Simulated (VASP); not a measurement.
Crystal: Ge3N4.

```
Ge N
1.0
     8.04393    0.00000    0.00000
    -4.02196    6.96625    0.00000
     0.00000    0.00000    3.04926
Ge N
6 8
Cartesian
  5.7198 1.6421 2.2869
  1.4379 5.7746 0.7623
  0.2600 2.8337 0.7623
  3.7619 4.1325 2.2869
  2.5841 1.1917 2.2869
  -1.6979 5.3242 0.7623
  4.0220 2.3221 2.2869
  0.0000 4.6442 0.7623
  1.4700 6.7815 2.2869
  2.9060 4.6638 0.7623
  6.6079 2.1177 0.7623
  -2.5860 4.8486 2.2869
  2.5519 0.1848 0.7623
  1.1160 2.3024 2.2869
```

This cell differs from its parent crystal: uniaxial z strain -1.0%.

Base run:

```yaml
Program: VASP 6.6.1
Functional: PBE
Potentials_or_basis: VASP PAW PBE potentials, release 64 (Ge_d, N)
Cutoff: 600 eV
k_mesh: 6 × 6 × 8
Occupations: fermi-dirac, width 0.02 eV
Spin: no spin polarisation
```

Its results: band gap on the k mesh 2.28 eV; pressure 7.8 GPa; largest force 0.050 eV/Å.

Task: The run is repeated on the same cell with these changes: functional from PBE to r2SCAN; cutoff from 600 eV to 660 eV; occupations from fermi-dirac, width 0.02 eV to gaussian, width 0.01 eV. What comes out?

Result: Band gap on the k mesh 2.71 eV; pressure 2.8 GPa; largest force 0.011 eV/Å.

Caveats: the cell stands under pressure (at least some runs); the PAW data sets were made with another functional, which shifts forces and pressure a little (at least some runs).

A k mesh can miss the band edges.
